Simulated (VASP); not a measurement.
# WSe (Fm-3m) in VASP: single point with PBEsol+U

Aim: the single point of WSe with PBEsol+U.

All numbers are computed with VASP 6.6.1; they aren't measurements. Logs are shortened: lines on timing, memory, paths and dates and some standing lists are left out, and cuts for length are marked.

### Step 1. The cell of the first run

Symmetry: Fm-3m, No. 225, cubic system. Conventional cell: a = 5.165 Å, b = 5.165 Å, c = 5.165 Å, α = 90.00°, β = 90.00°, γ = 90.00°. W (site symmetry m-3m) has 6 Se at 2.58 Å within 3.4 Å. Se (site symmetry m-3m) has 6 W at 2.58 Å within 3.4 Å.

### Step 2. Single point, PBEsol+U, collinear spin, ferromagnetic start

The input, INCAR:

```
  ALGO = Normal
  EDIFF = 1E-6
  ENCUT = 520
  GGA = PS
  ISIF = 2
  ISMEAR = 0
  ISPIN = 2
  LASPH = True
  LCHARG = False
  LDAU = True
  LDAUJ = 0 0
  LDAUL = 2 -1
  LDAUPRINT = 1
  LDAUTYPE = 2
  LDAUU = 4 0
  LMAXMIX = 4
  LORBIT = 11
  LREAL = False
  LWAVE = False
  MAGMOM = 2.5 0
  NBANDS = 21
  NELM = 150
  PREC = Accurate
  SIGMA = 0.05
```

The input, KPOINTS:

```
k-points
0
Gamma
  14 14 14
```

The input, POSCAR:

```
WSe
1.0
    0.0000000000      2.5823482574      2.5823482574
    2.5823482574      0.0000000000      2.5823482574
    2.5823482574      2.5823482574      0.0000000000
W Se
1 1
Direct
    0.0000000000      0.0000000000      0.0000000000
    0.5000000000      0.5000000000      0.5000000000
```

Potentials or basis: VASP PAW PBE potentials, release 64 (W_sv, Se).

Started as:

```
> cat potpaw_PBE.64/W_sv/POTCAR potpaw_PBE.64/Se/POTCAR > POTCAR
> mpirun -np 1 vasp_std > vasp.out
```

OUTCAR:

```text
EDIFF = 1E-6
   ENCUT = 520
   GGA = PS
   ISIF = 2
   ISMEAR = 0
   ISPIN = 2
   LASPH = True
   LORBIT = 11
   LREAL = False
   NELM = 150
   PREC = Accurate

 ion  position               nearest neighbor table
   1  0.000  0.000  0.000-   2 2.58   2 2.58   2 2.58   2 2.58   2 2.58   2 2.58
   2  0.500  0.500  0.500-   1 2.58   1 2.58   1 2.58   1 2.58   1 2.58   1 2.58

  LATTYP: Found a face centered cubic cell.
 ALAT       =     5.1646965148

  Lattice vectors:

 A1 = (   0.0000000000,   2.5823482574,   2.5823482574)
 A2 = (   2.5823482574,   0.0000000000,   2.5823482574)
 A3 = (   2.5823482574,   2.5823482574,   0.0000000000)

Analysis of symmetry for initial positions (statically):
=====================================================================
 Subroutine PRICEL returns:
 Original cell was already a primitive cell.

 Routine SETGRP: Setting up the symmetry group for a
 face centered cubic supercell.

 Subroutine GETGRP returns: Found 48 space group operations
 (whereof 48 operations were pure point group operations)
 out of a pool of 48 trial point group operations.

The static configuration has the point symmetry O_h .

Analysis of symmetry for dynamics (positions and initial velocities):
=====================================================================
 Subroutine PRICEL returns:
 Original cell was already a primitive cell.

 Routine SETGRP: Setting up the symmetry group for a
 face centered cubic supercell.

 Subroutine GETGRP returns: Found 48 space group operations
 (whereof 48 operations were pure point group operations)
 out of a pool of 48 trial point group operations.

The dynamic configuration has the point symmetry O_h .

Analysis of structural, dynamic, and magnetic symmetry:
=====================================================================
 Subroutine PRICEL returns:
 Original cell was already a primitive cell.

[... 172 lines left out ...]
  o =  0.1219  v =  0.0000  0.0000  0.0000  0.0000  0.0000  0.0000 -0.9925  0.0000  0.1221 -0.0000      0.0000  0.0000  0.0000  0.0000  0.0000  0.0000  0.0000  0.0000  0.0000  0.0000
  o =  0.1219  v =  0.0000  0.0000  0.0000  0.0000  0.0000  0.0000  0.1221  0.0000  0.9925  0.0000      0.0000  0.0000  0.0000  0.0000  0.0000  0.0000  0.0000  0.0000  0.0000  0.0000
  o =  0.1471  v =  0.0000  0.0000  0.0000  0.0000  0.0000  0.0000  0.0000  0.9999 -0.0000 -0.0161      0.0000  0.0000  0.0000  0.0000  0.0000  0.0000  0.0000  0.0000  0.0000  0.0000
  o =  0.1471  v =  0.0000  0.0000  0.0000  0.0000  0.0000  0.0000 -0.0000  0.0161 -0.0000  0.9999      0.0000  0.0000  0.0000  0.0000  0.0000  0.0000  0.0000  0.0000  0.0000  0.0000
  o =  0.3590  v =  0.0000 -0.0000 -0.9999 -0.0000  0.0132  0.0000  0.0000  0.0000  0.0000  0.0000      0.0000  0.0000  0.0000  0.0000  0.0000  0.0000  0.0000  0.0000  0.0000  0.0000
  o =  0.3590  v =  0.0000 -0.0000 -0.0132 -0.0000 -0.9999  0.0000  0.0000  0.0000  0.0000  0.0000      0.0000  0.0000  0.0000  0.0000  0.0000  0.0000  0.0000  0.0000  0.0000  0.0000
  o =  0.7427  v =  0.0000 -0.2048  0.0000 -0.9788  0.0000  0.0000  0.0000  0.0000  0.0000  0.0000      0.0000  0.0000  0.0000  0.0000  0.0000  0.0000  0.0000  0.0000  0.0000  0.0000
  o =  0.7427  v =  1.0000  0.0000  0.0000  0.0000  0.0000  0.0000  0.0000  0.0000  0.0000  0.0000      0.0000  0.0000  0.0000  0.0000  0.0000  0.0000  0.0000  0.0000  0.0000  0.0000
  o =  0.7427  v =  0.0000  0.9788 -0.0000 -0.2048 -0.0000  0.0000  0.0000  0.0000  0.0000  0.0000      0.0000  0.0000  0.0000  0.0000  0.0000  0.0000  0.0000  0.0000  0.0000  0.0000

 number of electron      20.0000002 magnetization       2.7888386

 Free energy of the ion-electron system (eV)
  ---------------------------------------------------
  ext. energy  EPLUGINS =         0.00000000
  ---------------------------------------------------
  free energy    TOTEN  =       -11.55628557 eV

  energy without entropy =      -11.55531972  energy(sigma->0) =      -11.55580265

 E-fermi :   9.8833     XC(G=0): -12.1781

 val. band max:        9.8803234919   @ k =  -0.1429   0.1429   0.0000
 cond. band min:       9.8937166936   @ k =   0.5000   0.2143   0.0714
 fundamental gap:      0.0133932016
 Fermi energy:         9.8832714399

 spin component 1

 k-point     1 :       0.0000    0.0000    0.0000
  band No.  band energies     occupation
      1     -65.0415      1.00000
      2     -29.4861      1.00000
      3     -29.4861      1.00000
      4     -29.4861      1.00000
      5      -7.2336      1.00000
      6       6.0984      1.00000
[... 1145 lines left out ...]
     20      26.7628      0.00000
     21      27.8387      0.00000

 [... further k-points ...]

------------------------ aborting loop because EDIFF is reached ----------------------------------------

  FORCE on cell =-STRESS in cart. coord.  units (eV):
  Direction    XX          YY          ZZ          XY          YZ          ZX
  --------------------------------------------------------------------------------------
  -------------------------------------------------------------------------------------
  Total        4.2365253      4.2365253      4.2365253     -0.0000000     -0.0000000      0.0000000
  in kB      197.0815441    197.0815441    197.0815441     -0.0000000     -0.0000000      0.0000000
  external PRESSURE =     197.0815441 kB  Pullay stress =       0.0000000 kB

 VOLUME and BASIS-vectors are now :
 -----------------------------------------------------------------------------
  energy-cutoff  :      520.00
  volume of cell :       34.44
      direct lattice vectors                 reciprocal lattice vectors
     0.000000000  2.582348257  2.582348257    -0.193622219  0.193622219  0.193622219
     2.582348257  0.000000000  2.582348257     0.193622219 -0.193622219  0.193622219
     2.582348257  2.582348257  0.000000000     0.193622219  0.193622219 -0.193622219

 POSITION                                       TOTAL-FORCE (eV/Angst)
 -----------------------------------------------------------------------------------
      0.00000      0.00000      0.00000         0.000000      0.000000      0.000000
      2.58235      2.58235      2.58235        -0.000000     -0.000000     -0.000000
 -----------------------------------------------------------------------------------
    total drift:                               -0.000000      0.000000      0.000000

  FREE ENERGIE OF THE ION-ELECTRON SYSTEM (eV)
  ---------------------------------------------------
  free  energy   TOTEN  =       -11.5562855747 eV

  energy  without entropy=      -11.5553197176  energy(sigma->0) =      -11.55580265

 total charge

# of ion       s       p       d       tot
------------------------------------------
    1        2.308   6.162   3.556  12.027
    2        1.423   2.488   0.129   4.040
--------------------------------------------------
tot          3.732   8.650   3.686  16.067

 magnetization (x)

# of ion       s       p       d       tot
------------------------------------------
    1        0.096   0.016   2.263   2.375
    2        0.001  -0.029   0.042   0.014
--------------------------------------------------
tot          0.097  -0.013   2.305   2.389
```

OSZICAR:

```text
N       E                     dE             d eps       ncg     rms          rms(c)
DAV:   1     0.156862549136E+03    0.15686E+03   -0.93675E+03  8744   0.964E+02
DAV:   2    -0.529732844846E+01   -0.16216E+03   -0.15581E+03  9605   0.291E+02
DAV:   3    -0.112802492885E+02   -0.59829E+01   -0.59078E+01 10299   0.521E+01
DAV:   4    -0.113198295026E+02   -0.39580E-01   -0.39570E-01  9771   0.460E+00
DAV:   5    -0.113200978206E+02   -0.26832E-03   -0.26831E-03 10139   0.379E-01    0.180E+01
DAV:   6    -0.111834679430E+02    0.13663E+00   -0.16956E+00  9526   0.837E+00    0.813E+00
DAV:   7    -0.114378412490E+02   -0.25437E+00   -0.48630E-01  9936   0.240E+00    0.432E+00
DAV:   8    -0.115317368691E+02   -0.93896E-01   -0.20955E-01  9226   0.235E+00    0.262E+00
DAV:   9    -0.115437215110E+02   -0.11985E-01   -0.22635E-02 10141   0.100E+00    0.103E+00
DAV:  10    -0.115535973321E+02   -0.98758E-02   -0.79090E-03  9331   0.544E-01    0.413E-01
DAV:  11    -0.115557293747E+02   -0.21320E-02   -0.18762E-03 10256   0.206E-01    0.124E-01
DAV:  12    -0.115562452511E+02   -0.51588E-03   -0.61168E-04  9601   0.103E-01    0.768E-02
DAV:  13    -0.115562944891E+02   -0.49238E-04   -0.66749E-05  9871   0.519E-02    0.317E-02
DAV:  14    -0.115562831860E+02    0.11303E-04   -0.95863E-06  9761   0.216E-02    0.146E-02
DAV:  15    -0.115562851456E+02   -0.19595E-05   -0.38441E-06  7550   0.106E-02    0.480E-03
DAV:  16    -0.115562855747E+02   -0.42911E-06   -0.47639E-07  4713   0.526E-03
   1 F= -.11556286E+02 E0= -.11555803E+02  d E =-.965857E-03  mag=     2.7886
```

stdout:

```text
POSCAR found type information on POSCAR W Se
 POSCAR found :  2 types and       2 ions
 scaLAPACK will be used
 -----------------------------------------------------------------------------
|                                                                             |
|                                                                             |
|     You enforced a specific xc type in the INCAR file but a different       |
|     I HOPE YOU KNOW WHAT YOU ARE DOING!                                     |
|                                                                             |
 -----------------------------------------------------------------------------

 LDA part: xc-table for (Slater+PW92), standard interpolation
 POSCAR, INCAR and KPOINTS ok, starting setup
 FFT: planning ... GRIDC
 FFT: planning ... GRID_SOFT
 FFT: planning ... GRID
 WAVECAR not read
 entering main loop
```

Wall time 4.6 min (1 thread of Intel Xeon 8259CL, shared host); peak memory 0.26 GiB.

Results:

- Free energy: -11.5563 eV
- Pressure: 19.7 GPa
- Net moment: 2.79 μB per cell
- Site moments: W +2.38; Se +0.01 μB
- Valence electrons inside the program's atomic spheres: W 12.03; Se 4.04

Levels at points of the mesh, in eV from the Fermi level:
Spin up:
| k point | band 7 | band 8 | band 9 | band 10 | band 11 | band 12 | band 13 | band 14 | band 15 | band 16 |
| --- | --- | --- | --- | --- | --- | --- | --- | --- | --- | --- |
| (0.00, 0.00, 0.00) | -3.78 | -3.78 | -2.87 | -2.87 | -2.87 | -2.06 | -2.06 | 1.16 | 7.01 | 12.38 |
| (0.50, 0.00, 0.00) | -6.52 | -6.52 | -1.52 | -1.52 | -1.06 | 1.56 | 5.30 | 5.30 | 5.45 | 5.45 |
| (0.50, 0.50, 0.00) | -5.45 | -4.58 | -4.58 | -0.97 | -0.97 | -0.97 | -0.43 | 2.23 | 9.89 | 10.11 |
Spin down:
| k point | band 7 | band 8 | band 9 | band 10 | band 11 | band 12 |
| --- | --- | --- | --- | --- | --- | --- |
| (0.00, 0.00, 0.00) | -2.72 | -2.72 | -0.63 | -0.63 | -0.63 | -0.15 |
| (0.50, 0.00, 0.00) | -5.55 | -5.55 | 2.06 | 2.28 | 2.28 | 2.40 |
| (0.50, 0.50, 0.00) | -4.34 | -4.34 | -2.91 | 0.89 | 1.07 | 3.29 |

Eigenvalues of the final occupation matrices:
```tsv
site	spin	trace	eigenvalues
site 1 d	1	2.95	0.36 0.36 0.74 0.74 0.74
site 1 d	2	0.66	0.12 0.12 0.12 0.15 0.15
```

Caveat: the PAW data sets were made with another functional, which shifts forces and pressure a little; spin-orbit coupling is left out, which moves the levels of the heavy elements. The state reached can hang on the start; a lower one may exist.
